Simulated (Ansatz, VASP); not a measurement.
## One calculation of Al2Pt, two programs

```
Al Pt
1.0
    -3.16625    3.16625    2.56344
     3.16625   -3.16625    2.56344
     3.16625    3.16625   -2.56344
Al Pt
4 2
Direct
  0.16021 0.66021 0.82043
  0.66021 0.83979 0.50000
  0.83979 0.33979 0.17957
  0.33979 0.16021 0.50000
  0.75000 0.75000 0.00000
  0.25000 0.25000 0.00000
```

Alike in both runs: task relaxation of cell and atoms; functional PBEsol; k mesh 10 × 10 × 10; occupations gaussian, width 0.1 eV; no spin polarisation.

```csv
,VASP,Ansatz
version,VASP 6.6.1,Ansatz 0.2.0
potentials or method,"VASP PAW PBE potentials, release 64 (Al, Pt), cutoff 600 eV","scalar-relativistic, plane waves, PAW"
valence electrons in the cell,32,48
```

Ansatz gave:

* gap on the k mesh at the Fermi level, each at its own relaxed structure (eV): none
* relaxed volume (Å³/atom): 16.02
* relaxed length of the cell vector where the two differ most in proportion (Å): 5.019

Task: Estimate VASP's values.

Result: gap on the k mesh at the Fermi level, each at its own relaxed structure (eV): none; relaxed volume (Å³/atom): 16.01; relaxed length of the cell vector where the two differ most in proportion (Å): 5.017.

VASP's potentials were made for PBE, not for PBEsol. A gap of «none» marks a metal or a gap that the smearing closes. VASP's potentials hold 32 valence electrons a cell and Ansatz's 48, so a difference there can come from the potentials and not from the codes.

Neither program's run includes spin-orbit coupling.
